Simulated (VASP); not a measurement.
Wanted: the native input for a VASP 6.6.1 run.

```yaml
Task: single point
Functional: r2SCAN
Potentials_or_basis: VASP PAW PBE potentials, release 64 (Ti_sv, O)
Cutoff: 520 eV
k_mesh: 12 × 12 × 18
Occupations: gaussian, width 0.15 eV
Spin: no spin polarisation
Dipole_correction: no
Further_INCAR_settings: ALGO = Normal; EDIFF = 1e-06; NBANDS = 36
```

The system is TiO.

```
Ti O
1.0
     5.25734    0.00000    0.00000
    -2.62867    4.55299    0.00000
     0.00000    0.00000    2.57119
Ti O
3 3
Cartesian
  2.6287 1.5177 1.2856
  0.0000 3.0353 1.2856
  0.0000 0.0000 0.0000
  1.5924 2.7581 0.0000
  2.0726 0.0000 0.0000
  -1.0363 1.7949 0.0000
```

This cell differs from its parent crystal: ratio of the length along z to the lengths across it x 0.85, volume and fractional coordinates fixed.

One way to write it, as run:

POSCAR

```
TiO
1.0
    5.2573442984      0.0000000000      0.0000000000
   -2.6286721492      4.5529937189      0.0000000000
    0.0000000000      0.0000000000      2.5711927890
Ti O
3 3
Direct
    0.6666666667      0.3333333333      0.5000000000
    0.3333333333      0.6666666667      0.5000000000
    0.0000000000      0.0000000000      0.0000000000
    0.6057670848      0.6057670848      0.0000000000
    0.3942329152      0.0000000000      0.0000000000
    0.0000000000      0.3942329152      0.0000000000
```

INCAR.step1

```
ALGO = Normal ; EDIFF = 1E-4
ENCUT = 520 ; GGA = PE
ISMEAR = 0 ; LASPH = T
LCHARG = F ; LREAL = F
LWAVE = T ; NBANDS = 36
NELM = 100 ; PREC = Accurate
SIGMA = 0.15
```

INCAR.step2

```
ALGO = Normal ; EDIFF = 1E-6
ENCUT = 520 ; ISIF = 2
ISMEAR = 0 ; ISTART = 1
LASPH = T ; LCHARG = F
LMIXTAU = T ; LREAL = F
LWAVE = F ; METAGGA = R2SCAN
NBANDS = 36 ; NELM = 100
PREC = Accurate ; SIGMA = 0.15
```

KPOINTS

```
k-points
0
Gamma
  12 12 18
```

Potentials or basis: VASP PAW PBE potentials, release 64 (Ti_sv, O).

Launch:

```sh
$ cat potpaw_PBE.64/Ti_sv/POTCAR potpaw_PBE.64/O/POTCAR > POTCAR
$ cp INCAR.step1 INCAR
$ mpirun -np 1 vasp_std > vasp.out
$ cp INCAR.step2 INCAR
$ mpirun -np 1 vasp_std > vasp.out
```

It gave:

The pressure is 5.1 GPa, the largest force is 0.446 eV/Å and the band gap on the k mesh is zero (bands 27 and 28 overlap by 1.95 eV).

Caveat: the cell stands under pressure; the PAW data sets were made with another functional, which shifts forces and pressure a little; semilocal functionals often make such compounds metallic where correlation or magnetic order opens a gap, which also shifts bond lengths.

It took 12 min on 1 thread of Intel(R) Xeon(R) 6975P-C (Granite Rapids) (shared host), peak memory 0.41 GiB.
